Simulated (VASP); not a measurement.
SnO2, 3 atoms in the cell. Symmetry: I4/mmm, No. 139, tetragonal system. The conventional cell has a = 3.583 Å, b = 3.583 Å, c = 5.219 Å, α = 90.00°, β = 90.00°, γ = 90.00°. Sn (site symmetry 4/mmm) has 8 O at 2.22 Å within 2.9 Å. Within 2.9 Å of O (site symmetry -4m2) lie 4 Sn at 2.22 Å and 6 O at 2.53 to 2.61 Å.  This cell differs from its parent crystal: uniaxial z strain +3.0%.

- Program: VASP 6.6.1
- Task: single point
- Functional: r2SCAN
- Potentials or basis: VASP PAW PBE potentials, release 64 (Sn_d, O)
- Cutoff: 520 eV
- k mesh: 8 × 8 × 8
- Occupations: fermi-dirac, width 0.02 eV
- Spin: no spin polarisation
- Dipole correction: no
- Further INCAR settings: ALGO = Normal; EDIFF = 1e-06; NBANDS = 20

Potentials or basis: VASP PAW PBE potentials, release 64 (Sn_d, O).

The run is started by

```bash
$ cat potpaw_PBE.64/Sn_d/POTCAR potpaw_PBE.64/O/POTCAR > POTCAR
$ cp INCAR.step1 INCAR
$ mpirun -np 1 vasp_std > vasp.out
$ cp INCAR.step2 INCAR
$ mpirun -np 1 vasp_std > vasp.out
```

Hardware: 1 thread of AMD EPYC 7R13, with other jobs on the host.

**Question.** Estimate the wall time of this run.

**Answer.** Run time: 4.9 min on 1 thread of AMD EPYC 7R13, on a shared host, peak memory 0.16 GiB. Counts: k points 59.
